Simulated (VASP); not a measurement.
## Fe: single point with r2SCAN

Fe:

```
CELL_PARAMETERS angstrom
0.00000 1.78450 1.78450
3.56900 0.00000 3.56900
1.78450 1.78450 0.00000
ATOMIC_POSITIONS crystal
Fe 0.00000 0.00000 0.00000
Fe 0.00000 0.50000 0.00000
```

This isn't the form of Fe at room conditions, which is bcc.

```
Program             : VASP 6.6.1
Task                : single point
Functional          : r2SCAN
Potentials or basis : VASP PAW PBE potentials, release 64 (Fe)
Cutoff              : 520 eV
k mesh              : 12 × 6 × 12
Occupations         : fermi-dirac, width 0.1 eV
Spin                : collinear spin
Starting moments    : [4.0, 0.0] μB
```

| Quantity | Value |
| --- | --- |
| Pressure | -5.0 GPa |
| Net moment | 2.48 μB per cell |
| Site moments | Fe +2.83, -0.33 μB |
| Valence electrons inside the program's atomic spheres | Fe 7.23, 7.32 |

Stress tensor (GPa, compression positive):
```
-4.97 -2.04  2.04
-2.04 -4.97 -2.04
 2.04 -2.04 -4.97
```

Levels at points of the mesh, in eV from the Fermi level:
Spin up:
| k point | band 7 | band 8 | band 9 | band 10 | band 11 | band 12 |
| --- | --- | --- | --- | --- | --- | --- |
| (0.00, 0.00, 0.00) | -2.60 | -1.09 | -1.09 | -0.28 | 1.14 | 1.14 |
| (0.50, 0.00, 0.00) | -0.28 | -0.20 | 0.08 | 0.47 | 1.29 | 2.65 |
| (0.00, 0.50, 0.00) | -2.40 | -2.40 | -1.31 | -1.31 | 0.87 | 0.87 |
| (0.50, 0.50, 0.00) | -1.78 | -1.41 | 0.13 | 1.07 | 2.32 | 3.15 |
Spin down:
```tsv
k point	band 5	band 6	band 7	band 8	band 9	band 10
(0.00, 0.00, 0.00)	-0.86	-0.86	-0.71	-0.43	0.75	0.75
(0.50, 0.00, 0.00)	-0.64	-0.44	1.03	1.77	1.96	2.01
(0.00, 0.50, 0.00)	-1.35	-1.03	-0.43	-0.43	0.23	0.23
(0.50, 0.50, 0.00)	-1.53	-1.10	-0.51	1.03	1.27	2.78
```

It took 23 min on 1 thread of AMD EPYC 7571, with other jobs on the host, peak memory 0.17 GiB.

Caveat: the cell stands under tension; the PAW data sets were made with another functional, which shifts forces and pressure a little.
